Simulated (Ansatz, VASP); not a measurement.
**Two plane-wave programs on TiC**

INCAR

```
SYSTEM = TiC
PREC     = Accurate       ! precision mode
ENCUT    = 520            ! plane-wave cutoff, eV
EDIFF    = 1E-6           ! SCF threshold, eV
ISMEAR   = -1             ! smearing method
SIGMA    = 0.08           ! smearing width, eV
LREAL    = .FALSE.        ! projectors in reciprocal space
LASPH    = .TRUE.         ! aspherical terms in the spheres
NELM     = 60             ! most SCF steps
ALGO     = Normal         ! electronic algorithm
ISIF     = 2              ! what is computed and relaxed
LWAVE    = .FALSE.        ! write WAVECAR
LCHARG   = .FALSE.        ! write CHGCAR
GGA      = PE             ! functional
NBANDS   = 15             ! bands
```

KPOINTS

```
regular mesh
0
G
  14 14 14
  0 0 0
```

POSCAR

```
TiC
1.0
    2.5169104687      0.0000000000      0.0000000000
    0.0000000000      2.5169104687      0.0000000000
    0.0000000000      0.0000000000      2.5169104687
Ti C
1 1
Direct
    0.0000000000      0.0000000000      0.0000000000
    0.5000000000      0.5000000000      0.5000000000
```

Input for Ansatz:

```yaml
crystal:
  lattice:
    - [2.5169104687, 0.0, 0.0]
    - [0.0, 2.5169104687, 0.0]
    - [0.0, 0.0, 2.5169104687]
  atoms:
    - { symbol: Ti, position: [0.0, 0.0, 0.0] }
    - { symbol: C, position: [0.5, 0.5, 0.5] }
kpoints:
  mp_grid: { grid: [14, 14, 14] }
scf:
  occupations: { method: fermi_dirac, width: 0.08 }
hamiltonian:
  xc: pbe
  pseudopotentials: { kind: paw }
output:
  forces: true
  stress: true
  eigenvalues: true
  populations: true
  write_density: true
  write_potential: true
  elf: true
  volumetric_format: npy
```

Change from the starting cell: volume scaled by 0.8, PAW files.

Alike in both runs: task single point; functional PBE; k mesh 14 × 14 × 14; occupations fermi-dirac, width 0.08 eV; no spin polarisation.

|  | VASP | Ansatz |
| --- | --- | --- |
| version | VASP 6.6.1 | Ansatz 0.2.0 |
| potentials or method | VASP PAW PBE potentials, release 64 (Ti_sv, C) | PAW with Ansatz's default frozen-core files, scalar-relativistic |
| plane-wave cutoff (eV) | 520 | 420 |
| valence electrons in the cell | 16 | 16 |

VASP gave:

```
pressure (GPa) : 76.1
```

Problem. Which values does Ansatz return?

Solution. Pressure (GPa): 75.8.

Both programs put the cell under a high pressure, so it lies far from rest at this level. The functional is the same, so the differences come from potentials, cutoffs and numerics.

Noted on VASP's run: the cell as given lies far from equilibrium.
